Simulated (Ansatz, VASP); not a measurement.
## Ge: VASP beside Ansatz

```
Ge
1.0
     0.00000    2.89460    4.55623
     1.67116    0.00000    4.55623
     1.67116    2.89460    0.00000
Ge
2
Direct
  0.16667 0.83333 0.16667
  0.83333 0.16667 0.83333
```

Alike in both runs: task single point; functional PBE; k mesh 6 × 6 × 6; occupations gaussian, width 0.1 eV; no spin polarisation.

|  | VASP | Ansatz |
| --- | --- | --- |
| version | VASP 6.6.1 | Ansatz 0.2.0 |
| potentials or method | VASP PAW PBE potentials, release 64 (Ge_d), cutoff 500 eV | scalar-relativistic, plane waves, PAW |
| valence electrons in the cell | 28 | 28 |

```tsv
	VASP	Ansatz	Ansatz less VASP
gap on the k mesh at the Fermi level (eV)	0.17	0.17	0.000
least direct gap on the mesh (eV)	0.34	0.34	0.000
pressure (GPa)	82.2	79.5	-2.74
traceless stress, the component that is largest in VASP (GPa)	-82.68	-79.81	+2.864
rms of the force components (eV/Å)	0.004	0.004	+0.0003
```

Atom by atom the forces differ by 0.000 eV/Å (rms over components). Both programs put the cell under a high pressure, so it lies far from rest at this level.

Noted on VASP's run: the cell as given lies far from equilibrium.
